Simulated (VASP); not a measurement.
The system is MoS2.

```
Mo S
1.0
     1.58759    0.91660    6.19394
    -1.58759    0.91660    6.19394
     0.00000   -1.83319    6.19394
Mo S
1 2
Direct
  0.99999 0.99999 0.99999
  0.41700 0.41700 0.41700
  0.24968 0.24968 0.24968
```

Base run:

| Quantity | Value |
| --- | --- |
| Program | VASP 6.6.1 |
| Functional | r2SCAN |
| Potentials or basis | VASP PAW PBE potentials, release 64 (Mo_sv, S) |
| Cutoff | 520 eV |
| k mesh | 8 × 8 × 8 |
| Occupations | gaussian, width 0.01 eV |
| Spin | no spin polarisation |

Its results: band gap on the k mesh 1.16 eV (least direct gap 2.11 eV); pressure 1.2 GPa; largest force 0.051 eV/Å.

Task: The run is repeated on the same cell with these changes: functional from r2SCAN to PBE; further incar settings from ALGO = Normal; EDIFF = 1e-07; NBANDS = 20 to ALGO = Normal; EDIFF = 1e-06; NBANDS = 20. What comes out?

Result: Band gap on the k mesh 1.06 eV (least direct gap 1.99 eV); pressure 2.3 GPa; largest force 0.098 eV/Å.

Caveats: the PAW data sets were made with another functional, which shifts forces and pressure a little (at least some runs).

A k mesh can miss the band edges.
